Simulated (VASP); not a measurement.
# TaN (P-6m2) in VASP: a series of runs

TaN is run at these levels: HSE06, PBEsol-based screened hybrid with 25 % exact exchange; tasks: single point.

All numbers are computed with VASP 6.6.1; they aren't measurements. Logs are shortened: lines on timing, memory, paths and dates and some standing lists are left out, and cuts for length are marked.

## 1. The cell of the first run

Symmetry: P-6m2, No. 187, hexagonal system. The conventional cell has a = 2.938 Å, b = 2.938 Å, c = 2.883 Å, α = 90.00°, β = 90.00°, γ = 120.00°. Within 3.0 Å of Ta (site symmetry -6m2) lie 6 N at 2.23 Å and 8 Ta at 2.88 to 2.94 Å. Within 3.0 Å of N (site symmetry -6m2) lie 6 Ta at 2.23 Å and 8 N at 2.88 to 2.94 Å.

## 2. Single point, HSE06, non-collinear spin, zero start, spin-orbit coupling

Input file POSCAR:

```
TaN
1.0
    2.9380011100      0.0000000000      0.0000000000
   -1.4690005500      2.5443836000      0.0000000000
    0.0000000000      0.0000000000      2.8830022100
Ta N
1 1
Direct
    0.3333333333      0.6666666667      0.5000000000
    0.0000000000      0.0000000000      0.0000000000
```

Input file INCAR.step1:

```
SYSTEM = TaN
ALGO = Normal ; EDIFF = 1E-5
ENCUT = 520 ; GGA = PE
GGA_COMPAT = .False. ; ISIF = 2
ISMEAR = -1 ; LASPH = .True.
LCHARG = .False. ; LMAXMIX = 4
LORBIT = 11 ; LORBMOM = .True.
LREAL = .False. ; LSORBIT = .True.
LWAVE = .True. ; MAGMOM = 0 0 0 0 0 0
NBANDS = 28 ; NELM = 150
PREC = Accurate ; SIGMA = 0.05
```

Input file INCAR.step2:

```
SYSTEM = TaN
ALGO = Normal ; EDIFF = 1E-7
ENCUT = 520 ; GGA = PE
GGA_COMPAT = .False. ; HFSCREEN = 0.2079
ISIF = 2 ; ISMEAR = -1
ISTART = 1 ; LASPH = .True.
LCHARG = .False. ; LHFCALC = .True.
LMAXMIX = 4 ; LORBIT = 11
LORBMOM = .True. ; LREAL = .False.
LSORBIT = .True. ; LWAVE = .False.
MAGMOM = 0 0 0 0 0 0 ; NBANDS = 28
NELM = 150 ; PREC = Accurate
PRECFOCK = Normal ; SIGMA = 0.05
```

Input file KPOINTS:

```
k-points
0
Gamma
  4 4 4
  0 0 0
```

Potentials or basis: VASP PAW PBE potentials, release 64 (Ta_pv, N).

Launch:

```console
$ cat potpaw_PBE.64/Ta_pv/POTCAR potpaw_PBE.64/N/POTCAR > POTCAR
$ cp INCAR.step1 INCAR
$ mpirun -np 1 vasp_ncl > vasp.out
$ cp INCAR.step2 INCAR
$ mpirun -np 1 vasp_ncl > vasp.out
```

OUTCAR:

```text
SYSTEM = TaN
   EDIFF = 1E-7
   ENCUT = 520
   GGA = PE
   HFSCREEN = 0.2079
   ISIF = 2
   ISMEAR = -1
   ISTART = 1
   LASPH = .True.
   LHFCALC = .True.
   LORBIT = 11
   LREAL = .False.
   LSORBIT = .True.
   NELM = 150
   PREC = Accurate
   PRECFOCK = Normal

 ion  position               nearest neighbor table
   1  0.333  0.667  0.500-   2 2.23   2 2.23   2 2.23   2 2.23   2 2.23   2 2.23
   2  0.000  0.000  0.000-   1 2.23   1 2.23   1 2.23   1 2.23   1 2.23   1 2.23

  LATTYP: Found a hexagonal cell.
 ALAT       =     2.9380011100
 C/A-ratio  =     0.9812801636

  Lattice vectors:

 A1 = (   2.9380011100,   0.0000000000,   0.0000000000)
 A2 = (  -1.4690005500,   2.5443836000,   0.0000000000)
 A3 = (   0.0000000000,   0.0000000000,   2.8830022100)

Analysis of symmetry for initial positions (statically):
=====================================================================
 Subroutine PRICEL returns:
 Original cell was already a primitive cell.

 Routine SETGRP: Setting up the symmetry group for a
 hexagonal supercell.

 Subroutine GETGRP returns: Found 12 space group operations
 (whereof 12 operations were pure point group operations)
 out of a pool of 24 trial point group operations.

The static configuration has the point symmetry D_3h.

Analysis of symmetry for dynamics (positions and initial velocities):
=====================================================================
 Subroutine PRICEL returns:
 Original cell was already a primitive cell.

 Routine SETGRP: Setting up the symmetry group for a
 hexagonal supercell.

 Subroutine GETGRP returns: Found 12 space group operations
 (whereof 12 operations were pure point group operations)
 out of a pool of 24 trial point group operations.

The dynamic configuration has the point symmetry D_3h.

Analysis of structural, dynamic, and magnetic symmetry:
=====================================================================
 Subroutine PRICEL returns:
 Original cell was already a primitive cell.

 Routine SETGRP: Setting up the symmetry group for a
 hexagonal supercell.

 Subroutine GETGRP returns: Found 12 space group operations
 (whereof 12 operations were pure point group operations)
 out of a pool of 24 trial point group operations.

The overall configuration has the point symmetry D_3h.

 Subroutine INISYM returns: Found 12 space group operations
 (whereof 12 operations are pure point group operations),
 and found     1 'primitive' translations

----------------------------------------------------------------------------------------

                                     Primitive cell

  volume of cell :      21.5516

  direct lattice vectors                    reciprocal lattice vectors
     2.938001110  0.000000000  0.000000000     0.340367468  0.196511249  0.000000000
    -1.469000550  2.544383600  0.000000000     0.000000000  0.393022499  0.000000000
     0.000000000  0.000000000  2.883002210     0.000000000  0.000000000  0.346860643

  length of vectors
     2.938001110  2.938001110  2.883002210     0.393022499  0.393022499  0.346860643

  position of ions in fractional coordinates (direct lattice)
     0.333333333  0.666666667  0.500000000
     0.000000000  0.000000000  0.000000000

  ion indices of the primitive-cell ions
   primitive index   ion index
                 1           1
                 2           2

----------------------------------------------------------------------------------------

 KPOINTS: k-points

Automatic generation of k-mesh.
 Grid dimensions read from file:
 generate k-points for:    4    4    4

 Generating k-lattice:

  Cartesian coordinates                     Fractional coordinates (reciprocal lattice)
[... 92 lines left out ...]
 NGX is ok and might be reduce to    24
  NGX = 18; NGY = 18; NGZ = 18

 number of electron      16.0000001 magnetization      -0.0000000     -0.0000000     -0.0000000

 number of electron      16.0000001 magnetization      -0.0000000     -0.0000000      0.0000000

 Free energy of the ion-electron system (eV)
  ---------------------------------------------------
  ext. energy  EPLUGINS =         0.00000000
  ---------------------------------------------------
  free energy    TOTEN  =       -26.97448914 eV

  energy without entropy =      -26.97448336  energy(sigma->0) =      -26.97448625

 E-fermi :   8.2100     XC(G=0): -10.8912

 val. band max:        7.7780520447   @ k =   0.0000   0.0000   0.5000
 cond. band min:       8.6387687500   @ k =   0.0000   0.0000   0.5000
 fundamental gap:      0.8607167053
 Fermi energy:         8.2099621659

 k-point     1 :       0.0000    0.0000    0.0000
  band No.  band energies     occupation
      1     -34.6313      1.00000
      2     -34.6313      1.00000
      3     -26.5455      1.00000
      4     -26.5455      1.00000
      5     -26.3355      1.00000
      6     -26.3355      1.00000
[... 454 lines left out ...]
     27      20.5445      0.00000
     28      21.2329      0.00000

------------------------ aborting loop because EDIFF is reached ----------------------------------------

  FORCE on cell =-STRESS in cart. coord.  units (eV):
  Direction    XX          YY          ZZ          XY          YZ          ZX
  --------------------------------------------------------------------------------------
  -------------------------------------------------------------------------------------
  Total       -0.3637794     -0.3637794     -0.5883352     -0.0000000     -0.0000000      0.0000000
  in kB      -27.0438921    -27.0438922    -43.7376964     -0.0000001     -0.0000000      0.0000000
  external PRESSURE =     -32.6084936 kB  Pullay stress =       0.0000000 kB

 VOLUME and BASIS-vectors are now :
 -----------------------------------------------------------------------------
  energy-cutoff  :      520.00
  volume of cell :       21.55
      direct lattice vectors                 reciprocal lattice vectors
     2.938001110  0.000000000  0.000000000     0.340367468  0.196511249  0.000000000
    -1.469000550  2.544383600  0.000000000     0.000000000  0.393022499  0.000000000
     0.000000000  0.000000000  2.883002210     0.000000000  0.000000000  0.346860643

 POSITION                                       TOTAL-FORCE (eV/Angst)
 -----------------------------------------------------------------------------------
      0.00000      1.69626      1.44150        -0.000000      0.000000      0.000000
      0.00000      0.00000      0.00000         0.000000      0.000000      0.000000
 -----------------------------------------------------------------------------------
    total drift:                               -0.000001     -0.000001      0.000000

  FREE ENERGIE OF THE ION-ELECTRON SYSTEM (eV)
  ---------------------------------------------------
  free  energy   TOTEN  =       -26.9744891398 eV

  energy  without entropy=      -26.9744833581  energy(sigma->0) =      -26.97448625

 orbital moment (x)

 # of ion     p       d       tot
 ----------------------------------------
  1        -0.000   0.000   0.000
  2         0.000   0.000   0.000
 ----------------------------------------
            0.000   0.000   0.000

 orbital moment (y)

 # of ion     p       d       tot
 ----------------------------------------
  1        -0.000   0.000   0.000
  2         0.000   0.000   0.000
 ----------------------------------------
            0.000   0.000   0.000

 orbital moment (z)

 # of ion     p       d       tot
 ----------------------------------------
  1         0.000   0.000   0.000
  2         0.000   0.000   0.000
 ----------------------------------------
            0.000   0.000   0.000

 Spin-Orbit-Coupling matrix elements

 Ion:    1  E_soc:     -1.2943852
 l=   1
     0.0000000    -0.1972051    -0.2004947
    -0.1972051     0.0000000    -0.1972051
    -0.2004947    -0.1972051     0.0000000
 l=   2
     0.0000000    -0.0027411     0.0000000    -0.0027411    -0.0205013
    -0.0027411     0.0000000    -0.0095165    -0.0017890    -0.0027411
     0.0000000    -0.0095165     0.0000000    -0.0095165     0.0000000
    -0.0027411    -0.0017890    -0.0095165     0.0000000    -0.0027411
    -0.0205013    -0.0027411     0.0000000    -0.0027411     0.0000000
 l=   3
     0.0000000     0.0000000     0.0000000     0.0000000     0.0000000     0.0000000     0.0000000
     0.0000000     0.0000000     0.0000000     0.0000000     0.0000000     0.0000000     0.0000000
     0.0000000     0.0000000     0.0000000     0.0000000     0.0000000     0.0000000     0.0000000
     0.0000000     0.0000000     0.0000000     0.0000000     0.0000000     0.0000000     0.0000000
     0.0000000     0.0000000     0.0000000     0.0000000     0.0000000     0.0000000     0.0000000
     0.0000000     0.0000000     0.0000000     0.0000000     0.0000000     0.0000000     0.0000000
     0.0000000     0.0000000     0.0000000     0.0000000     0.0000000     0.0000000     0.0000000

 Ion:    2  E_soc:     -0.0005398
 l=   1
     0.0000000    -0.0000878    -0.0000943
    -0.0000878     0.0000000    -0.0000878
    -0.0000943    -0.0000878     0.0000000
 l=   2
     0.0000000     0.0000000     0.0000000     0.0000000     0.0000000
     0.0000000     0.0000000     0.0000000     0.0000000     0.0000000
     0.0000000     0.0000000     0.0000000     0.0000000     0.0000000
     0.0000000     0.0000000     0.0000000     0.0000000     0.0000000
     0.0000000     0.0000000     0.0000000     0.0000000     0.0000000
 l=   3
     0.0000000     0.0000000     0.0000000     0.0000000     0.0000000     0.0000000     0.0000000
     0.0000000     0.0000000     0.0000000     0.0000000     0.0000000     0.0000000     0.0000000
     0.0000000     0.0000000     0.0000000     0.0000000     0.0000000     0.0000000     0.0000000
     0.0000000     0.0000000     0.0000000     0.0000000     0.0000000     0.0000000     0.0000000
     0.0000000     0.0000000     0.0000000     0.0000000     0.0000000     0.0000000     0.0000000
     0.0000000     0.0000000     0.0000000     0.0000000     0.0000000     0.0000000     0.0000000
     0.0000000     0.0000000     0.0000000     0.0000000     0.0000000     0.0000000     0.0000000

 total charge

# of ion       s       p       d       tot
------------------------------------------
    1        0.303   6.282   2.379   8.964
    2        1.228   2.517   0.000   3.745
--------------------------------------------------
tot          1.530   8.799   2.379  12.709

 magnetization (x)

# of ion       s       p       d       tot
------------------------------------------
    1       -0.000   0.000   0.000  -0.000
    2        0.000  -0.000   0.000  -0.000
--------------------------------------------------
tot         -0.000  -0.000   0.000  -0.000

 magnetization (y)

# of ion       s       p       d       tot
------------------------------------------
    1        0.000   0.000   0.000   0.000
    2       -0.000  -0.000   0.000  -0.000
--------------------------------------------------
tot         -0.000  -0.000   0.000  -0.000

 magnetization (z)

# of ion       s       p       d       tot
------------------------------------------
    1        0.000   0.000  -0.000  -0.000
    2        0.000  -0.000   0.000  -0.000
--------------------------------------------------
tot          0.000  -0.000  -0.000  -0.000
```

It took 51 min on 1 thread of Intel Xeon Platinum 8259CL at 2.50GHz (Skylake/Cascade Lake), shared host; peak memory 0.32 GiB.

Results:

- Free energy: -26.9745 eV
- Pressure: -3.3 GPa
- Net moment: 0.00 μB per cell
- Valence electrons inside the program's atomic spheres: Ta 8.96; N 3.75

Moments on the atoms (μB; x, y, z):
```
Ta  0.00 0.00 0.00
N   0.00 0.00 0.00
```

Caveat: the k points lie up to 0.62 Å⁻¹ apart; the PAW data sets were made with another functional, which shifts forces and pressure a little.

## 3. Single point, PBEsol-based screened hybrid with 25 % exact exchange

This run uses another cell than the first one, of 10.50 Å³/atom.

Input file POSCAR:

```
TaN
1.0
    2.9132171050     -0.0000000029      0.0000000000
   -1.4566085500      2.5229200211      0.0000000000
    0.0000000000      0.0000000000      2.8559301539
Ta N
1 1
Direct
    0.3333333333      0.6666666667      0.5000000000
    0.0000000000      0.0000000000      0.0000000000
```

Input file INCAR.step1:

```
SYSTEM = TaN
PREC     = Accurate       ! precision mode
ENCUT    = 520            ! plane-wave cutoff, eV
EDIFF    = 1E-5           ! SCF threshold, eV
ISMEAR   = -1             ! smearing method
SIGMA    = 0.05           ! smearing width, eV
LREAL    = .FALSE.        ! projectors in reciprocal space
LASPH    = .TRUE.         ! aspherical terms in the spheres
NELM     = 100            ! most SCF steps
ALGO     = Normal         ! electronic algorithm
ISIF     = 2              ! what is computed and relaxed
LWAVE    = .TRUE.         ! write WAVECAR
LCHARG   = .FALSE.        ! write CHGCAR
NBANDS   = 15             ! bands
GGA      = PE             ! functional
```

Input file INCAR.step2:

```
SYSTEM = TaN
PREC     = Accurate       ! precision mode
ENCUT    = 520            ! plane-wave cutoff, eV
EDIFF    = 1E-7           ! SCF threshold, eV
ISMEAR   = -1             ! smearing method
SIGMA    = 0.05           ! smearing width, eV
LREAL    = .FALSE.        ! projectors in reciprocal space
LASPH    = .TRUE.         ! aspherical terms in the spheres
NELM     = 100            ! most SCF steps
ALGO     = Normal         ! electronic algorithm
ISIF     = 2              ! what is computed and relaxed
LWAVE    = .FALSE.        ! write WAVECAR
LCHARG   = .FALSE.        ! write CHGCAR
GGA      = PS             ! functional
LHFCALC  = .TRUE.         ! exact exchange
AEXX     = 0.25           ! exact-exchange fraction
HFSCREEN = 0.207          ! screening, 1/A
PRECFOCK = Normal       
NBANDS   = 15             ! bands
ISTART   = 1
```

Input file KPOINTS:

```
Automatic mesh
0
G
  5 5 5
  0 0 0
```

Potentials or basis: VASP PAW PBE potentials, release 64 (Ta_pv, N).

Launch:

```console
$ cat potpaw_PBE.64/Ta_pv/POTCAR potpaw_PBE.64/N/POTCAR > POTCAR
$ cp INCAR.step1 INCAR
$ mpirun -np 1 vasp_std > vasp.out
$ cp INCAR.step2 INCAR
$ mpirun -np 1 vasp_std > vasp.out
```

Wall time 13 min (1 thread of Intel Xeon Platinum 8259CL at 2.50GHz (Skylake/Cascade Lake), shared host); peak memory 0.25 GiB.

Results (log left out):

```yaml
Free_energy: -27.3291 eV
Pressure: -0.5 GPa
Band_gap_on_the_k_mesh: zero (filled and empty bands touch)
```

Levels at points of the mesh, in eV from the Fermi level:
```
           k point  band 4  band 5  band 6  band 7  band 8  band 9  band 10  band 11  band 12  band 13
(0.00, 0.00, 0.00)  -20.37   -5.67   -5.67   -5.20   -3.79    2.83     4.23     4.23     4.76     4.76
```

Caveat: the k points lie up to 0.50 Å⁻¹ apart; the PAW data sets were made with another functional, which shifts forces and pressure a little; spin-orbit coupling is left out, which moves the levels of the heavy elements.
